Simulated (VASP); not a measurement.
A run of VASP 6.6.1:

INCAR

```
SYSTEM = Pb
PREC = Accurate ; ENCUT = 520
EDIFF = 1E-7 ; ISMEAR = 0
SIGMA = 0.1 ; LREAL = .False.
LASPH = .True. ; NELM = 80
ALGO = Fast ; ISIF = 2
LWAVE = .False. ; LCHARG = .False.
GGA = PS ; NBANDS = 21
```

KPOINTS

```
regular mesh
0
Gamma
  12 12 8
  0 0 0
```

Contents of POSCAR:

```
Pb
1.0
    3.4518353649      0.0000000000      0.0000000000
   -1.7259176824      2.9893771157      0.0000000000
    0.0000000000      0.0000000000      5.7913953515
Pb
2
Direct
    0.3333333333      0.6666666667      0.2500000000
    0.6666666667      0.3333333333      0.7500000000
```

Potentials or basis: VASP PAW PBE potentials, release 64 (Pb_d).

The run is started by

```bash
$ cat potpaw_PBE.64/Pb_d/POTCAR > POTCAR
$ mpirun -np 1 vasp_std > vasp.out
```

Hardware: 1 thread of Intel Xeon 8259CL, with other jobs on the host.

Problem. Estimate the wall time of this run.

Solution. Run time: 2.5 min on 1 thread of Intel Xeon 8259CL, on a shared host, peak memory 0.25 GiB. Counts: scf iterations 16, k points 95.
